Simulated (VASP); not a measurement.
# Rh (Fm-3m) in VASP: single point with PBE

Aim: the single point of Rh with PBE.

All numbers are computed with VASP 6.6.1; they aren't measurements. Logs are shortened: lines on timing, memory, paths and dates and some standing lists are left out, and cuts for length are marked.

**1. The cell of the first run**

Symmetry: Fm-3m, No. 225, cubic system. The conventional cell has a = 3.628 Å, b = 3.628 Å, c = 3.628 Å, α = 90.00°, β = 90.00°, γ = 90.00°. Rh (site symmetry m-3m) has 12 Rh at 2.57 Å within 3.4 Å.

**2. Single point, PBE (11.94 Å³/atom)**

INCAR

```
SYSTEM = Rh
ALGO = Normal
EDIFF = 1E-6
ENCUT = 500
GGA = PE
GGA_COMPAT = .FALSE.
ISIF = 2
ISMEAR = -1
LASPH = .TRUE.
LCHARG = .FALSE.
LREAL = .FALSE.
LWAVE = .FALSE.
NBANDS = 14
NELM = 120
PREC = Accurate
SIGMA = 0.05
```

KPOINTS

```
k-points
0
G
  17 17 17
  0 0 0
```

POSCAR

```
Rh
1.0
    0.0000000000      1.8140109974      1.8140109974
    1.8140109974      0.0000000000      1.8140109974
    1.8140109974      1.8140109974      0.0000000000
Rh
1
Direct
    0.0000000000      0.0000000000      0.0000000000
```

Potentials or basis: VASP PAW PBE potentials, release 64 (Rh_pv).

The run is started by

```sh
> cat potpaw_PBE.64/Rh_pv/POTCAR > POTCAR
> mpirun -np 1 vasp_std > vasp.out
```

OUTCAR:

```text
SYSTEM = Rh
   EDIFF = 1E-6
   ENCUT = 500
   GGA = PE
   ISIF = 2
   ISMEAR = -1
   LASPH = .TRUE.
   LREAL = .FALSE.
   NELM = 120
   PREC = Accurate

 ion  position               nearest neighbor table
   1  0.000  0.000  0.000-

  LATTYP: Found a face centered cubic cell.
 ALAT       =     3.6280219948

  Lattice vectors:

 A1 = (   0.0000000000,   1.8140109974,   1.8140109974)
 A2 = (   1.8140109974,   0.0000000000,   1.8140109974)
 A3 = (   1.8140109974,   1.8140109974,   0.0000000000)

Analysis of symmetry for initial positions (statically):
=====================================================================
 Subroutine PRICEL returns:
 Original cell was already a primitive cell.

 Routine SETGRP: Setting up the symmetry group for a
 face centered cubic supercell.

 Subroutine GETGRP returns: Found 48 space group operations
 (whereof 48 operations were pure point group operations)
 out of a pool of 48 trial point group operations.

The static configuration has the point symmetry O_h .

Analysis of symmetry for dynamics (positions and initial velocities):
=====================================================================
 Subroutine PRICEL returns:
 Original cell was already a primitive cell.

 Routine SETGRP: Setting up the symmetry group for a
 face centered cubic supercell.

 Subroutine GETGRP returns: Found 48 space group operations
 (whereof 48 operations were pure point group operations)
 out of a pool of 48 trial point group operations.

The dynamic configuration has the point symmetry O_h .

 Subroutine INISYM returns: Found 48 space group operations
 (whereof 48 operations are pure point group operations),
 and found     1 'primitive' translations

----------------------------------------------------------------------------------------

                                     Primitive cell

  volume of cell :      11.9385

  direct lattice vectors                    reciprocal lattice vectors
     0.000000000  1.814010997  1.814010997    -0.275632287  0.275632287  0.275632287
     1.814010997  0.000000000  1.814010997     0.275632287 -0.275632287  0.275632287
     1.814010997  1.814010997  0.000000000     0.275632287  0.275632287 -0.275632287

  length of vectors
     2.565398955  2.565398955  2.565398955     0.477409125  0.477409125  0.477409125

  position of ions in fractional coordinates (direct lattice)
     0.000000000  0.000000000  0.000000000

  ion indices of the primitive-cell ions
   primitive index   ion index
                 1           1

----------------------------------------------------------------------------------------

 KPOINTS: k-points

Automatic generation of k-mesh.
 Grid dimensions read from file:
 generate k-points for:   17   17   17

 Generating k-lattice:

  Cartesian coordinates                     Fractional coordinates (reciprocal lattice)
    -0.016213664  0.016213664  0.016213664     0.058823529  0.000000000  0.000000000
     0.016213664 -0.016213664  0.016213664     0.000000000  0.058823529  0.000000000
     0.016213664  0.016213664 -0.016213664     0.000000000  0.000000000  0.058823529

  Length of vectors
     0.028082890  0.028082890  0.028082890

  Shift w.r.t. Gamma in fractional coordinates (k-lattice)
     0.000000000  0.000000000  0.000000000

 Subroutine IBZKPT returns following result:
 ===========================================

 Found    165 irreducible k-points:

 Following reciprocal coordinates:
            Coordinates               Weight
  0.000000  0.000000  0.000000      1.000000
  0.058824  0.000000  0.000000      8.000000
  0.117647  0.000000  0.000000      8.000000
  0.176471  0.000000  0.000000      8.000000
  0.235294  0.000000  0.000000      8.000000
  0.294118  0.000000  0.000000      8.000000
[... 16 lines left out ...]
 -0.176471  0.058824  0.000000     24.000000
 -0.117647  0.058824  0.000000     24.000000
 [... further k-points ...]
   k-points           NKPTS =    165   k-points in BZ     NKDIM =    165   number of bands    NBANDS=     14
   number of dos      NEDOS =    301   number of ions     NIONS =      1
   total plane-waves  NPLWV =   8000
   dimension x,y,z NGX =    20 NGY =   20 NGZ =   20
   dimension x,y,z NGXF=    40 NGYF=   40 NGZF=   40
   ions per type =               1
   NGX,Y,Z   is equivalent  to a cutoff of  12.96, 12.96, 12.96 a.u.
   NGXF,Y,Z  is equivalent  to a cutoff of  25.92, 25.92, 25.92 a.u.
 SYSTEM =  Rh
   PREC   = accura    normal or accurate (medium, high low for compatibility)
   ISTART =      0    job   : 0-new  1-cont  2-samecut
   ICHARG =      2    charge: 1-file 2-atom 10-const
   ISPIN  =      1    spin polarized calculation?
   LNONCOLLINEAR =      F non collinear calculations
   LSORBIT =      F    spin-orbit coupling
   LASPH  =      T    aspherical Exc in radial PAW
   ENCUT  =  500.0 eV  36.75 Ry    6.06 a.u.   4.68  4.68  4.68*2*pi/ulx,y,z
   NELM   =    120;   NELMIN=  2; NELMDL= -5     # of ELM steps
   EDIFF  = 0.1E-05   stopping-criterion for ELM
   LREAL  =      F    real-space projection
   EDIFFG = 0.1E-04   stopping-criterion for IOM
   NSW    =      0    number of steps for IOM
   IBRION =     -1    ionic relax: 0-MD 1-quasi-New 2-CG
   NFREE  =      0    steps in history (QN), initial steepest desc. (CG)
   ISIF   =      2    stress and relaxation
   ISYM   =      2    0-nonsym 1-usesym 2-fastsym
   POTIM  = 0.5000    time-step for ionic-motion
   TEBEG  =    0.0;   TEEND  =   0.0 temperature during run
   PSTRESS=    0.0 pullay stress
   NELECT =      15.0000    total number of electrons
   NUPDOWN=      -1.0000    fix difference up-down
   EMIN   =  10.00;   EMAX   =-10.00  energy-range for DOS
   EFERMI =   0.00;   METHOD = LEGACY
   ISMEAR =    -1;   SIGMA  =   0.05  broadening in eV -4-tet -1-fermi 0-gaus
   EFERMI_NEDOS =   21; number of points for ismear=-14 and -15
   IALGO  =     38    algorithm
   IMIX   =      4    mixing-type and parameters
     AMIX     =   0.40;   BMIX     =  1.00
     AMIX_MAG =   1.60;   BMIX_MAG =  1.00
  volume/ion in A,a.u.               =      11.94        80.56
  Fermi-wavevector in a.u.,A,eV,Ry     =   1.766534  3.338265 42.458918  3.120642
  Thomas-Fermi vector in A             =   2.834098
   LORBIT       =      0    0 simple, 1 ext, 2 COOP (PROOUT), +10 PAW based schemes
   GGA     = PE    functional components
   LHFCALC =     F    Hartree Fock is set to
   AEXX    =    0.0000 exact exchange contribution
   IVDW    =     0    specifies the selected vdW correction
   LEPSILON=     F    determine dielectric tensor
   LRPA    =     F    only Hartree local field effects (RPA)
 non-spin polarized calculation
  energy-cutoff  :      500.00
  volume of cell :       11.94
 maximum number of plane-waves:       315
   NGX =  9   NGY =  9   NGZ =  9

 number of electron      15.0000005 magnetization

 Free energy of the ion-electron system (eV)
  ---------------------------------------------------
  ext. energy  EPLUGINS =         0.00000000
  ---------------------------------------------------
  free energy    TOTEN  =        -6.91005159 eV

  energy without entropy =       -6.90357325  energy(sigma->0) =       -6.90681242

 E-fermi :  14.7009     XC(G=0): -14.9619

 val. band max:       14.6756724431   @ k =   0.4118   0.2353   0.0588
 cond. band min:      14.7173367366   @ k =   0.4118   0.2941   0.0588
 fundamental gap:      0.0416642935
 Fermi energy:        14.7008887896

 k-point     1 :       0.0000    0.0000    0.0000
  band No.  band energies     occupation
      1     -31.9315      2.00000
      2     -31.9315      2.00000
      3     -31.9315      2.00000
      4       5.6688      2.00000
      5      10.8670      2.00000
      6      10.8670      2.00000
      7      10.8670      2.00000
      8      13.4732      2.00000
      9      13.4732      2.00000
     10      30.4745      0.00000
     11      34.8242      0.00000
     12      36.7708      0.00000
     13      36.7708      0.00000
     14      36.7708      0.00000

 k-point     2 :       0.0588    0.0000    0.0000
  band No.  band energies     occupation
      1     -31.9734      2.00000
      2     -31.9369      2.00000
      3     -31.9369      2.00000
      4       5.8296      2.00000
      5      10.7878      2.00000
      6      10.9338      2.00000
      7      10.9338      2.00000
      8      13.4316      2.00000
      9      13.4316      2.00000
     10      30.7377      0.00000
     11      34.8232      0.00000
     12      35.9717      0.00000
     13      37.0280      0.00000
     14      37.0280      0.00000

 k-point     3 :       0.1176    0.0000    0.0000
  band No.  band energies     occupation
      1     -32.0928      2.00000
      2     -31.9525      2.00000
      3     -31.9525      2.00000
      4       6.2826      2.00000
      5      10.5990      2.00000
      6      11.1049      2.00000
      7      11.1049      2.00000
      8      13.3451      2.00000
      9      13.3451      2.00000
     10      31.4479      0.00000
     11      34.3654      0.00000
     12      34.8280      0.00000
     13      37.7760      0.00000
     14      37.7760      0.00000
[... 324 lines left out ...]
 k-point    23 :      -0.1765    0.0588    0.0000
  band No.  band energies     occupation
      1     -32.3495      2.00000
      2     -32.0247      2.00000
      3     -31.9732      2.00000
      4       7.2570      2.00000
      5      10.3079      2.00000
      6      11.3780      2.00000
      7      11.4024      2.00000
      8      13.0018      2.00000
      9      13.7750      2.00000
     10      32.1613      0.00000
     11      32.8232      0.00000
     12      34.8253      0.00000
     13      38.3244      0.00000
     14      40.1815      0.00000

 k-point    24 :      -0.1176    0.0588    0.0000
  band No.  band energies     occupation
      1     -32.1646      2.00000
      2     -31.9919      2.00000
      3     -31.9514      2.00000
      4       6.6150      2.00000
      5      10.4171      2.00000
      6      11.2223      2.00000
      7      11.2752      2.00000
      8      13.0577      2.00000
      9      13.5593      2.00000
     10      31.9508      0.00000
     11      33.7689      0.00000
     12      34.8261      0.00000
     13      37.4335      0.00000
     14      38.7521      0.00000

 [... further k-points ...]

------------------------ aborting loop because EDIFF is reached ----------------------------------------

  FORCE on cell =-STRESS in cart. coord.  units (eV):
  Direction    XX          YY          ZZ          XY          YZ          ZX
  --------------------------------------------------------------------------------------
  -------------------------------------------------------------------------------------
  Total        4.7370138      4.7370138      4.7370138      0.0000000      0.0000000      0.0000000
  in kB      635.7194404    635.7194404    635.7194404      0.0000000      0.0000000      0.0000000
  external PRESSURE =     635.7194404 kB  Pullay stress =       0.0000000 kB

 VOLUME and BASIS-vectors are now :
 -----------------------------------------------------------------------------
  energy-cutoff  :      500.00
  volume of cell :       11.94
      direct lattice vectors                 reciprocal lattice vectors
     0.000000000  1.814010997  1.814010997    -0.275632287  0.275632287  0.275632287
     1.814010997  0.000000000  1.814010997     0.275632287 -0.275632287  0.275632287
     1.814010997  1.814010997  0.000000000     0.275632287  0.275632287 -0.275632287

 POSITION                                       TOTAL-FORCE (eV/Angst)
 -----------------------------------------------------------------------------------
      0.00000      0.00000      0.00000         0.000000      0.000000      0.000000
 -----------------------------------------------------------------------------------
    total drift:                               -0.000000     -0.000000     -0.000000

  FREE ENERGIE OF THE ION-ELECTRON SYSTEM (eV)
  ---------------------------------------------------
  free  energy   TOTEN  =        -6.9100515924 eV

  energy  without entropy=       -6.9035732487  energy(sigma->0) =       -6.90681242
```

Run time: 28 s. Hardware: 1 thread of AMD EPYC 7R43 (Zen 3), shared host; peak memory 0.11 GiB.

Results:

| Quantity | Value |
| --- | --- |
| Free energy | -6.9101 eV |
| Pressure | 63.6 GPa |
| Band gap on the k mesh | zero (an odd number of electrons rules out a gap without spin polarisation) |

Caveat: the cell stands under pressure.
